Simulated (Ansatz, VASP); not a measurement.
**NaRh2: VASP beside Ansatz**

INCAR

```
SYSTEM = NaRh2
ALGO = Normal
EDIFF = 1E-7
EDIFFG = -0.01
ENCUT = 500
GGA = PE
GGA_COMPAT = .FALSE.
IBRION = 2
ISIF = 3
ISMEAR = 0
KPAR = 4
LASPH = .TRUE.
LCHARG = .FALSE.
LREAL = .FALSE.
LWAVE = .FALSE.
NELM = 120
NELMIN = 4
NSW = 100
PREC = Accurate
SIGMA = 0.1
```

KPOINTS

```
k-points
0
G
  24 24 24
  0 0 0
```

Contents of POSCAR:

```
NaRh2
1.0
   -1.3730175300      1.3730175300      6.6586900981
    1.3730175300     -1.3730175300      6.6586900981
    1.3730175300      1.3730175300     -6.6586900981
Na Rh
1 2
Direct
    0.0000000000      0.0000000000      0.0000000000
    0.3149501678      0.3149501678      0.0000000000
    0.6850498322      0.6850498322      0.0000000000
```

Input for Ansatz:

```yaml
crystal:
  lattice:
    - [-1.37301753, 1.37301753, 6.6586900981]
    - [1.37301753, -1.37301753, 6.6586900981]
    - [1.37301753, 1.37301753, -6.6586900981]
  atoms:
    - { symbol: Na, position: [0.0, 0.0, 0.0] }
    - { symbol: Rh, position: [0.3149501678, 0.3149501678, 0.0] }
    - { symbol: Rh, position: [0.6850498322, 0.6850498322, 0.0] }
basis:
  ecutwfc: 420
kpoints:
  mp_grid: { grid: [24, 24, 24] }
hamiltonian:
  xc: pbe
scf:
  occupations: { method: gaussian, width: 0.1 }
output:
  forces: true
  stress: true
  eigenvalues: true
relax:
  adjacent_minimum: "off"
  f_tol: 0.01
  max_steps: 80
  cell: { stress_tol: 0.05 }
```

Alike in both runs: task relaxation of cell and atoms; functional PBE; k mesh 24 × 24 × 24; occupations gaussian, width 0.1 eV; no spin polarisation.

```csv
,VASP,Ansatz
version,VASP 6.6.1,Ansatz 0.2.0
potentials or method,"VASP PAW PBE potentials, release 64 (Na_pv, Rh_pv), cutoff 500 eV","scalar-relativistic, plane waves, PAW"
valence electrons in the cell,37,43
```

|  | VASP | Ansatz | Ansatz less VASP |
| --- | --- | --- | --- |
| gap on the k mesh at the Fermi level, each at its own relaxed structure (eV) | none | none | - |
| relaxed volume (Å³/atom) | 16.79 | 16.78 | -0.008 |
| relaxed length of the cell vector where the two differ most in proportion (Å) | 6.948 | 6.948 | 0.0000 |

A gap of «none» marks a metal or a gap that the smearing closes. VASP's potentials hold 37 valence electrons a cell and Ansatz's 43, so a difference there can come from the potentials and not from the codes.
